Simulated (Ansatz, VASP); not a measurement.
## One calculation of SrO, two programs

```
CELL_PARAMETERS angstrom
0.00000 2.51565 2.51565
2.51565 0.00000 2.51565
2.51565 2.51565 0.00000
ATOMIC_POSITIONS crystal
Sr 0.00000 0.00000 0.00000
O 0.50000 0.50000 0.50000
```

Change from the starting cell: hydrostatic strain -2.5%.

Alike in both runs: task single point; functional HSE06; k mesh 6 × 6 × 6; no spin polarisation.

```csv
,VASP,Ansatz
version,VASP 6.6.1,Ansatz 0.2.0
potentials or method,"VASP PAW PBE potentials, release 64 (Sr_sv, O)","plane waves, PAW"
plane-wave cutoff (eV),520,420
occupations,"gaussian, width 0.01 eV",fixed
valence electrons in the cell,16,16
```

VASP gave:

* gap on the k mesh at the Fermi level (eV): 4.71
* pressure (GPa): 8.6

Q: Estimate Ansatz's values.

A: gap on the k mesh at the Fermi level (eV): 4.77; pressure (GPa): 7.8.

Ansatz's warnings: stress exchange threshold loose, stress scf threshold loose.
